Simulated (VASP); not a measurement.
Here is a VASP 6.6.1 calculation.

File INCAR:

```
  ALGO = Normal
  EDIFF = 1E-6
  ENCUT = 520
  GGA = PE
  GGA_COMPAT = False
  ISIF = 2
  ISMEAR = 0
  ISPIN = 2
  ISYM = -1
  LASPH = True
  LCHARG = False
  LORBIT = 11
  LREAL = Auto
  LWAVE = False
  MAGMOM = 0 0.01 0.01 0.01 0.21 0.25 0.01 0.01 0 0.24 0 0.01 0 0.01 0 0 0 0 0 0 0 0 0 0 0 0 0 0 0 0 0
  NBANDS = 88
  NELECT = 127.0
  NELM = 200
  NUPDOWN = 1.0
  PREC = Accurate
  SIGMA = 0.01
```

KPOINTS

```
explicit points
1
Reciprocal
  0.25000000   0.25000000   0.25000000 1
```

POSCAR

```
Al14CN16
1.0
    6.2595139102      0.0000000601      0.0000000000
   -3.1297570100      5.4208980298      0.0000000000
    0.0000000000      0.0000000000     10.0348065900
C N Al
1 16 14
Direct
    0.3820590877      0.1184474868      0.2681373472
    0.3611467859      0.1395706895      0.3971626186
    0.1338197546      0.3661381491      0.1784936322
    0.3237135400      0.1755402055      0.9388632874
    0.1619912390      0.3380394387      0.7015805375
    0.3545820366      0.6899725264      0.4406235235
    0.2110800534      0.8875947992      0.1987671726
    0.3318603058      0.6816423146      0.9367591993
    0.1662993504      0.8412885684      0.6849532496
    0.8099750841      0.1455241639      0.4404535057
    0.6122765286      0.2894014106      0.1986357126
    0.8177346464      0.1674855932      0.9368571072
    0.6590006694      0.3338559532      0.6850035909
    0.8364276776      0.6642018235      0.4382074379
    0.6711434219      0.8288023962      0.1871803041
    0.8331194295      0.6661966131      0.9473325265
    0.6685711909      0.8316372849      0.6943655677
    0.3256057596      0.1744495321      0.7471288133
    0.1547838612      0.3447261784      0.9974717366
    0.3398339657      0.6594803699      0.2576328163
    0.1691706108      0.8269411916      0.4946475194
    0.3298961843      0.6695650167      0.7444269386
    0.1756411529      0.8495815813      1.0035788130
    0.8401765754      0.1602791793      0.2574714013
    0.6738046175      0.3313666093      0.4946787514
    0.8304845210      0.1701854574      0.7445214215
    0.6497428245      0.3239457014      1.0034996641
    0.8326352761      0.6676730463      0.2531916045
    0.6705414139      0.8299106414      0.5044181884
    0.8331428361      0.6670079357      0.7515604953
    0.6633090999      0.8362833788      0.9985174954
```

Potentials or basis: VASP PAW PBE potentials, release 64 (C, N, Al).

Launch:

```console
$ cat potpaw_PBE.64/C/POTCAR potpaw_PBE.64/N/POTCAR potpaw_PBE.64/Al/POTCAR > POTCAR
$ mpirun -np 1 vasp_std > vasp.out
```

Task: Estimate the largest force.

Result: 0.093 eV/Å.

Forces on the atoms (eV/Å):
```
C   -0.023  0.029 -0.056
N   -0.010  0.003  0.092
N    0.004  0.005 -0.002
N   -0.006  0.005 -0.003
N   -0.002 -0.002  0.008
N    0.015 -0.022 -0.001
N    0.006 -0.053 -0.027
N    0.003  0.001  0.003
N    0.004 -0.005  0.007
N   -0.003 -0.011 -0.006
N    0.021  0.029 -0.032
N    0.001  0.005  0.006
N    0.002 -0.002  0.002
N    0.005  0.009  0.004
N   -0.003 -0.007 -0.002
N    0.005 -0.005  0.016
N   -0.001  0.000  0.007
Al  -0.013  0.005 -0.018
Al   0.010  0.002 -0.013
Al   0.000 -0.005 -0.026
Al  -0.011 -0.001  0.019
Al  -0.004 -0.004 -0.001
Al  -0.010 -0.002  0.003
Al   0.003 -0.004  0.010
Al   0.006 -0.002  0.005
Al   0.004  0.005 -0.006
Al   0.002  0.009  0.011
Al  -0.005  0.004 -0.003
Al   0.009  0.018  0.011
Al   0.000  0.000 -0.011
Al  -0.006 -0.003  0.003
```

Caveat: the cell carries a net charge on a neutralising background, which shifts energy and pressure; the total moment is fixed, so each spin has its own Fermi level.
